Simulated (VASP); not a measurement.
Write the native input for VASP 6.6.1 that does the following.

* Task: single point
* Functional: PBE
* Potentials or basis: VASP PAW PBE potentials, release 64 (In_d)
* Cutoff: 500 eV
* k mesh: 2 × 2 × 2
* Occupations: fermi-dirac, width 0.1 eV
* Spin: no spin polarisation
* Dipole correction: no
* Further INCAR settings: ALGO = Normal; EDIFF = 1e-06; NBANDS = 34

The structure of In lies in POSCAR:

```
In
1.0
    4.7905490700      0.0000000000      0.0000000000
    0.0000000000      4.7905490700      0.0000000000
    0.0000000000      0.0000000000      4.7905490700
In
4
Direct
    0.5000000000      0.5000000000      0.0000000000
    0.0000000000      0.0000000000      0.0000000000
    0.5000000000      0.0000000000      0.5000000000
    0.0000000000      0.5000000000      0.5000000000
```

The input as run:

INCAR

```
SYSTEM = In
PREC = Accurate
ENCUT = 500
EDIFF = 1E-6
ISMEAR = -1
SIGMA = 0.1
LREAL = .FALSE.
LASPH = .TRUE.
NELM = 120
ALGO = Normal
ISIF = 2
LWAVE = .FALSE.
LCHARG = .TRUE.
GGA = PE
LELF = .TRUE.
LVHAR = .TRUE.
NBANDS = 34
GGA_COMPAT = .FALSE.
```

KPOINTS

```
Automatic mesh
0
G
  2 2 2
  0 0 0
```

Potentials or basis: VASP PAW PBE potentials, release 64 (In_d).

Run with:

```sh
$ cat potpaw_PBE.64/In_d/POTCAR > POTCAR
$ mpirun -np 1 vasp_std > vasp.out
```

It gave:

```yaml
Pressure: 2.9 GPa
Band_gap_on_the_k_mesh: zero (band 26 reaches 8.47 eV, above the bottom of band 27 at 3.83 eV)
```

Caveat: the k points lie up to 0.66 Å⁻¹ apart; spin-orbit coupling is left out, which moves the levels of the heavy elements.

Run time: 13 s on 1 thread of Intel(R) Xeon(R) Platinum 8375C CPU @ 2.90GHz (Ice Lake), on a shared host, peak memory 0.19 GiB.
